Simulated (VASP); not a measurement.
Runs of VASP 6.6.1 on Os. The structure is that of space group R-3m (No. 166), or close to it. The cells are those of the table. 

| cell | further INCAR settings | gap on the mesh (eV) | pressure (GPa) |
| --- | --- | --- | --- |
| a = 2.944 Å, angles 52.2°, 1 atom | ALGO = Fast; EDIFF = 1e-06; NBANDS = 10 | none | -2.3 |
| a = 3.159 Å, angles 45.7°, 1 atom | ALGO = Fast; EDIFF = 1e-07; NBANDS = 10 | none | 41.5 |
| a = 3.781 Å, angles 33.6°, 1 atom | ALGO = Fast; EDIFF = 1e-06; NBANDS = 10 | none | 217.0 |
| a = 2.523 Å, angles 75.3°, 1 atom | ALGO = Fast; EDIFF = 1e-06; NBANDS = 10 | none | 18.3 |
| a = 2.469 Å, angles 82.7°, 1 atom | ALGO = Fast; EDIFF = 1e-06; NBANDS = 10 | none | (a) |
| a = 2.621 Å, angles 67.3°, 1 atom | ALGO = Fast; EDIFF = 1e-06; NBANDS = 10 | none | (b) |
| a = 3.465 Å, angles 38.9°, 1 atom | ALGO = Fast; EDIFF = 1e-06; NBANDS = 10 | none | 121.8 |

Alike in all rows: task single point; level PBEsol; potentials or basis VASP PAW PBE potentials, release 64 (Os); no spin polarisation; k mesh 24 × 24 × 24; cutoff (eV) 520; smearing gaussian 0.15 eV.

Task: Estimate the missing entries.

Result: (a) 32.7; (b) -8.2.

Caveats: the PAW data sets were made with another functional, which shifts forces and pressure a little; spin-orbit coupling is left out, which moves the levels of the heavy elements.

A k mesh can miss the band edges, and the runs leave out spin-orbit coupling on Os.

A gap of «none» marks levels without a gap at the run's occupations.
